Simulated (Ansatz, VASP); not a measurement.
# Two plane-wave programs on Cd2S

Contents of INCAR:

```
ALGO     = Normal         # electronic algorithm
EDIFF    = 1E-6           # SCF threshold, eV
ENCUT    = 520            # plane-wave cutoff, eV
GGA      = PE             # functional
ISIF     = 2              # what is computed and relaxed
ISMEAR   = 0              # smearing method
LASPH    = True           # aspherical terms in the spheres
LCHARG   = False          # write CHGCAR
LREAL    = False          # projectors in reciprocal space
LWAVE    = False          # write WAVECAR
NBANDS   = 39             # bands
NELM     = 100            # most SCF steps
PREC     = Accurate       # precision mode
SIGMA    = 0.1            # smearing width, eV
```

KPOINTS

```
k-points
0
Gamma
  4 4 4
```

The input POSCAR:

```
Cd2S
1.0
    5.2152110600      0.0000000000      0.0000000000
    0.0000000000      5.2152110600      0.0000000000
    0.0000000000      0.0000000000      5.2152110600
Cd S
4 2
Direct
    0.2500000000      0.2500000000      0.2500000000
    0.2500000000      0.7500000000      0.7500000000
    0.7500000000      0.7500000000      0.2500000000
    0.7500000000      0.2500000000      0.7500000000
    0.0000000000      0.0000000000      0.0000000000
    0.5000000000      0.5000000000      0.5000000000
```

Input for Ansatz:

```yaml
crystal:
  lattice:
    - [5.21521106, 0.0, 0.0]
    - [0.0, 5.21521106, 0.0]
    - [0.0, 0.0, 5.21521106]
  atoms:
    - { symbol: Cd, position: [0.25, 0.25, 0.25] }
    - { symbol: Cd, position: [0.25, 0.75, 0.75] }
    - { symbol: Cd, position: [0.75, 0.75, 0.25] }
    - { symbol: Cd, position: [0.75, 0.25, 0.75] }
    - { symbol: S, position: [0.0, 0.0, 0.0] }
    - { symbol: S, position: [0.5, 0.5, 0.5] }
basis:
  ecutwfc: 420
kpoints:
  mp_grid: { grid: [4, 4, 4] }
hamiltonian:
  xc: pbe
scf:
  occupations: { method: gaussian, width: 0.1 }
  lower_state_search: "off"
output:
  forces: true
  stress: true
  eigenvalues: true
```

Change from the starting cell: species swapped into the Au2S type (Pn-3m, No. 224).

Alike in both runs: task single point; functional PBE; k mesh 4 × 4 × 4; occupations gaussian, width 0.1 eV; no spin polarisation.

```csv
,VASP,Ansatz
version,VASP 6.6.1,Ansatz 0.2.0
potentials or method,"VASP PAW PBE potentials, release 64 (Cd, S), cutoff 520 eV","scalar-relativistic, plane waves, PAW"
valence electrons in the cell,60,92
```

```csv
,VASP,Ansatz,Ansatz less VASP
gap on the k mesh at the Fermi level (eV),none,none,-
pressure (GPa),21.3,20.4,-0.92
```

A gap of «none» marks a metal or a gap that the smearing closes. VASP's potentials hold 60 valence electrons a cell and Ansatz's 92, so a difference there can come from the potentials and not from the codes.
